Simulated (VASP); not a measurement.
# Si (P-3m1) in VASP: further runs, part 3 of 3

VASP 6.6.1. The steps go on from the part before.

## 6. Single point, r2SCAN (the distance across one plane changed)

Contents of POSCAR:

```
Si
1.0
    2.7154700000     -2.7154700000      0.0000000000
    2.7154700000      0.0000000000     -2.7154700000
    6.5856405384      6.5856405384      6.5856405384
Si
6
Direct
    0.6666666667      0.6666666667      0.4466654562
    1.0000000000      0.0000000000      0.1717774900
    0.3333333333      0.3333333333      0.7215534223
    0.6666666667      0.6666666667      0.6528314308
    1.0000000000      1.0000000000      0.3779434646
    0.3333333333      0.3333333333      0.1030554985
```

Contents of INCAR.step1:

```
SYSTEM = Si
PREC     = Accurate       ! precision mode
ENCUT    = 520            ! plane-wave cutoff, eV
ISMEAR   = 0              ! smearing method
SIGMA    = 0.05           ! smearing width, eV
LREAL    = .False.        ! projectors in reciprocal space
LASPH    = .True.         ! aspherical terms in the spheres
NELM     = 100            ! most SCF steps
NBANDS   = 21             ! bands
GGA      = PE             ! functional
ALGO     = Normal         ! electronic algorithm
EDIFF    = 1E-4           ! SCF threshold, eV
LWAVE    = .True.         ! write WAVECAR
LCHARG   = .False.        ! write CHGCAR
```

Contents of INCAR.step2:

```
SYSTEM = Si
PREC     = Accurate       ! precision mode
ENCUT    = 520            ! plane-wave cutoff, eV
EDIFF    = 1E-7           ! SCF threshold, eV
ISMEAR   = 0              ! smearing method
SIGMA    = 0.05           ! smearing width, eV
LREAL    = .False.        ! projectors in reciprocal space
LASPH    = .True.         ! aspherical terms in the spheres
NELM     = 100            ! most SCF steps
ALGO     = Normal         ! electronic algorithm
ISIF     = 2              ! what is computed and relaxed
LWAVE    = .False.        ! write WAVECAR
LCHARG   = .False.        ! write CHGCAR
METAGGA  = R2SCAN         ! meta-GGA
LMIXTAU  = .True.       
NBANDS   = 21             ! bands
ISTART   = 1
```

Contents of KPOINTS:

```
Automatic mesh
0
Gamma
  8 8 3
  0 0 0
```

Potentials or basis: VASP PAW PBE potentials, release 64 (Si).

On the command line:

```
$ cat potpaw_PBE.64/Si/POTCAR > POTCAR
$ cp INCAR.step1 INCAR
$ mpirun -np 1 vasp_std > vasp.out
$ cp INCAR.step2 INCAR
$ mpirun -np 1 vasp_std > vasp.out
```

OUTCAR:

```text
SYSTEM = Si
   PREC = Accurate
   ENCUT = 520
   EDIFF = 1E-7
   ISMEAR = 0
   LREAL = .False.
   LASPH = .True.
   NELM = 100
   ISIF = 2
   METAGGA = R2SCAN
   ISTART = 1

 ion  position               nearest neighbor table
   1  0.667  0.667  0.447-   4 2.35   5 2.35   5 2.35   5 2.35
   2  0.000  0.000  0.172-   6 2.35   5 2.35   6 2.35   6 2.35
   3  0.333  0.333  0.722-   4 2.35   4 2.35   4 2.35
   4  0.667  0.667  0.653-   3 2.35   3 2.35   1 2.35   3 2.35
   5  0.000  0.000  0.378-   2 2.35   1 2.35   1 2.35   1 2.35
   6  0.333  0.333  0.103-   2 2.35   2 2.35   2 2.35

  LATTYP: Found a hexagonal cell.
 ALAT       =     3.8402545022
 C/A-ratio  =     2.9702885593

  Lattice vectors:

 A1 = (  -2.7154700000,   0.0000000000,   2.7154700000)
 A2 = (   2.7154700000,  -2.7154700000,   0.0000000000)
 A3 = (   6.5856405384,   6.5856405384,   6.5856405384)

Analysis of symmetry for initial positions (statically):
=====================================================================
 Subroutine PRICEL returns:
 Original cell was already a primitive cell.

 Routine SETGRP: Setting up the symmetry group for a
 hexagonal supercell.

 Subroutine GETGRP returns: Found 12 space group operations
 (whereof  6 operations were pure point group operations)
 out of a pool of 24 trial point group operations.

The static configuration has the point symmetry C_3v.
 The point group associated with its full space group is D_3d.

Analysis of symmetry for dynamics (positions and initial velocities):
=====================================================================
 Subroutine PRICEL returns:
 Original cell was already a primitive cell.

 Routine SETGRP: Setting up the symmetry group for a
 hexagonal supercell.

 Subroutine GETGRP returns: Found 12 space group operations
 (whereof  6 operations were pure point group operations)
 out of a pool of 24 trial point group operations.

The dynamic configuration has the point symmetry C_3v.
 The point group associated with its full space group is D_3d.

 Subroutine INISYM returns: Found 12 space group operations
 (whereof  6 operations are pure point group operations),
 and found     1 'primitive' translations

----------------------------------------------------------------------------------------

                                     Primitive cell

  volume of cell :     145.6831

  direct lattice vectors                    reciprocal lattice vectors
     2.715470000 -2.715470000  0.000000000     0.122753458 -0.245506917  0.122753458
     2.715470000  0.000000000 -2.715470000     0.122753458  0.122753458 -0.245506917
     6.585640538  6.585640538  6.585640538     0.050615173  0.050615173  0.050615173

  length of vectors
     3.840254502  3.840254502 11.406664013     0.300683337  0.300683337  0.087668051

  position of ions in fractional coordinates (direct lattice)
     0.666666667  0.666666667  0.446665456
     0.000000000  0.000000000  0.171777490
     0.333333333  0.333333333  0.721553422
     0.666666667  0.666666667  0.652831431
     0.000000000  0.000000000  0.377943465
     0.333333333  0.333333333  0.103055498

  ion indices of the primitive-cell ions
[... 32 lines left out ...]
 Found     25 irreducible k-points:

 Following reciprocal coordinates:
            Coordinates               Weight
  0.000000  0.000000  0.000000      1.000000
  0.125000  0.000000  0.000000      6.000000
  0.250000  0.000000  0.000000      6.000000
  0.375000  0.000000  0.000000      6.000000
  0.500000  0.000000  0.000000      3.000000
  0.250000  0.125000  0.000000      6.000000
[... 16 lines left out ...]
  0.375000  0.500000  0.333333     12.000000
  0.500000  0.250000  0.333333     12.000000
   k-points           NKPTS =     25   k-points in BZ     NKDIM =     25   number of bands    NBANDS=     21
   number of dos      NEDOS =    301   number of ions     NIONS =      6
   total plane-waves  NPLWV =  81000
   dimension x,y,z NGX =    30 NGY =   30 NGZ =   90
   dimension x,y,z NGXF=    60 NGYF=   60 NGZF=  180
   ions per type =               6
   NGX,Y,Z   is equivalent  to a cutoff of  12.99, 12.99, 13.12 a.u.
   NGXF,Y,Z  is equivalent  to a cutoff of  25.97, 25.97, 26.23 a.u.
 SYSTEM =  Si
   PREC   = accura    normal or accurate (medium, high low for compatibility)
   ISTART =      1    job   : 0-new  1-cont  2-samecut
   ICHARG =      0    charge: 1-file 2-atom 10-const
   ISPIN  =      1    spin polarized calculation?
   LNONCOLLINEAR =      F non collinear calculations
   LSORBIT =      F    spin-orbit coupling
   LASPH  =      T    aspherical Exc in radial PAW
   ENCUT  =  520.0 eV  38.22 Ry    6.18 a.u.   7.14  7.14 21.21*2*pi/ulx,y,z
   NELM   =    100;   NELMIN=  2; NELMDL=  0     # of ELM steps
   EDIFF  = 0.1E-06   stopping-criterion for ELM
   LREAL  =      F    real-space projection
   EDIFFG = 0.1E-05   stopping-criterion for IOM
   NSW    =      0    number of steps for IOM
   IBRION =     -1    ionic relax: 0-MD 1-quasi-New 2-CG
   NFREE  =      0    steps in history (QN), initial steepest desc. (CG)
   ISIF   =      2    stress and relaxation
   ISYM   =      2    0-nonsym 1-usesym 2-fastsym
   POTIM  = 0.5000    time-step for ionic-motion
   TEBEG  =    0.0;   TEEND  =   0.0 temperature during run
   PSTRESS=    0.0 pullay stress
   NELECT =      24.0000    total number of electrons
   NUPDOWN=      -1.0000    fix difference up-down
   EMIN   =  10.00;   EMAX   =-10.00  energy-range for DOS
   EFERMI =   0.00;   METHOD = LEGACY
   ISMEAR =     0;   SIGMA  =   0.05  broadening in eV -4-tet -1-fermi 0-gaus
   EFERMI_NEDOS =   21; number of points for ismear=-14 and -15
   IALGO  =     38    algorithm
   IMIX   =      4    mixing-type and parameters
     AMIX     =   0.40;   BMIX     =  1.00
     AMIX_MAG =   1.60;   BMIX_MAG =  1.00
  volume/ion in A,a.u.               =      24.28       163.85
  Fermi-wavevector in a.u.,A,eV,Ry     =   0.897447  1.695929 10.958284  0.805411
  Thomas-Fermi vector in A             =   2.020032
   LORBIT       =      0    0 simple, 1 ext, 2 COOP (PROOUT), +10 PAW based schemes
   METAGGA = R2SCAN    functional components
   LHFCALC =     F    Hartree Fock is set to
   AEXX    =    0.0000 exact exchange contribution
   IVDW    =     0    specifies the selected vdW correction
   LEPSILON=     F    determine dielectric tensor
   LRPA    =     F    only Hartree local field effects (RPA)
 non-spin polarized calculation
 Gauss-broadening in eV      SIGMA  =   0.05
  energy-cutoff  :      520.00
  volume of cell :      145.68
 maximum number of plane-waves:      3938
 NGX is ok and might be reduce to    30
   NGX = 15   NGY = 15   NGZ = 43

 number of electron      24.0000002 magnetization

 Free energy of the ion-electron system (eV)
  ---------------------------------------------------
  ext. energy  EPLUGINS =         0.00000000
  ---------------------------------------------------
  free energy    TOTEN  =       -50.16343110 eV

  energy without entropy =      -50.16094540  energy(sigma->0) =      -50.16218825

 E-fermi :   3.7831     XC(G=0):  -8.8937

 val. band max:        3.7277402811   @ k =   0.0000   0.0000   0.0000
 cond. band min:       3.7912472329   @ k =   0.3750   0.0000   0.3333
 fundamental gap:      0.0635069518
 Fermi energy:         3.7831213062

 k-point     1 :       0.0000    0.0000    0.0000
  band No.  band energies     occupation
      1      -8.4867      2.00000
      2      -7.5523      2.00000
      3      -6.6516      2.00000
      4      -2.3876      2.00000
      5      -0.2011      2.00000
      6       2.6501      2.00000
[... 565 lines left out ...]
     20       9.3825      0.00000
     21       9.5333      0.00000

 [... further k-points ...]

------------------------ aborting loop because EDIFF is reached ----------------------------------------

  FORCE on cell =-STRESS in cart. coord.  units (eV):
  Direction    XX          YY          ZZ          XY          YZ          ZX
  --------------------------------------------------------------------------------------
  -------------------------------------------------------------------------------------
  Total       -1.0571084     -1.0571084     -1.0571084     -0.7611349     -0.7611349     -0.7611349
  in kB      -11.6257453    -11.6257453    -11.6257453     -8.3707225     -8.3707225     -8.3707225
  external PRESSURE =     -11.6257453 kB  Pullay stress =       0.0000000 kB

 VOLUME and BASIS-vectors are now :
 -----------------------------------------------------------------------------
  energy-cutoff  :      520.00
  volume of cell :      145.68
      direct lattice vectors                 reciprocal lattice vectors
     2.715470000 -2.715470000  0.000000000     0.122753458 -0.245506917  0.122753458
     2.715470000  0.000000000 -2.715470000     0.122753458  0.122753458 -0.245506917
     6.585640538  6.585640538  6.585640538     0.050615173  0.050615173  0.050615173

 POSITION                                       TOTAL-FORCE (eV/Angst)
 -----------------------------------------------------------------------------------
      6.56220      1.13126      1.13126        -0.173069     -0.173069     -0.173069
      1.13126      1.13126      1.13126        -0.483018     -0.483018     -0.483018
      6.56220      3.84673      3.84673        -0.051113     -0.051113     -0.051113
      7.91994      2.48900      2.48900         0.483018      0.483018      0.483018
      2.48900      2.48900      2.48900         0.173069      0.173069      0.173069
      2.48900     -0.22647     -0.22647         0.051113      0.051113      0.051113
 -----------------------------------------------------------------------------------
    total drift:                                0.000087      0.000087      0.000087

  FREE ENERGIE OF THE ION-ELECTRON SYSTEM (eV)
  ---------------------------------------------------
  free  energy   TOTEN  =       -50.1634310953 eV

  energy  without entropy=      -50.1609454024  energy(sigma->0) =      -50.16218825
```

It took 13 min on 1 thread of Intel Xeon 8259CL, shared host; peak memory 0.28 GiB.

Results:

```
Free energy            : -50.1634 eV
Pressure               : -1.2 GPa
Largest force          : 0.837 eV/Å
Band gap on the k mesh : zero (bands 12 and 13 overlap by 0.37 eV)
```

Forces in eV/Å, atoms in the order of the input:
```
Si  -0.173 -0.173 -0.173
Si  -0.483 -0.483 -0.483
Si  -0.051 -0.051 -0.051
Si   0.483  0.483  0.483
Si   0.173  0.173  0.173
Si   0.051  0.051  0.051
```

Caveat: the cell differs from its parent crystal (the distance across one plane changed); semilocal functionals underestimate gaps, and a narrow one can read as zero; the PAW data sets were made with another functional, which shifts forces and pressure a little.

## 7. The runs side by side

```tsv
cell	gap on the mesh (eV)	pressure (GPa)	largest force (eV/Å)
a = 3.840, b = 3.840, c = 9.907 Å, angles 90.0, 90.0, 60.0°, 6 atoms	0.64	-2.1	1.46
a = 3.840, b = 3.840, c = 10.157 Å, angles 90.0, 90.0, 60.0°, 6 atoms	0.39	-2.3	1.35
a = 3.840, b = 3.840, c = 10.407 Å, angles 90.0, 90.0, 60.0°, 6 atoms	0.10	-2.2	1.09
a = 3.840, b = 3.840, c = 10.907 Å, angles 90.0, 90.0, 60.0°, 6 atoms	none	-1.7	0.75
a = 3.840, b = 3.840, c = 11.407 Å, angles 90.0, 90.0, 60.0°, 6 atoms	none	-1.2	0.84
```

Alike in all rows: task single point; level r2SCAN; potentials or basis VASP PAW PBE potentials, release 64 (Si); no spin polarisation; k mesh 8 × 8 × 3; cutoff (eV) 520; smearing gaussian 0.05 eV.

Caveats: the PAW data sets were made with another functional, which shifts forces and pressure a little; semilocal functionals underestimate gaps, and a narrow one can read as zero (at least some runs).

Total energies depend on the potentials used, so only differences within one code and one set of settings carry meaning.

The gap in the log of VASP goes by the Fermi energy; the results here count the filled bands.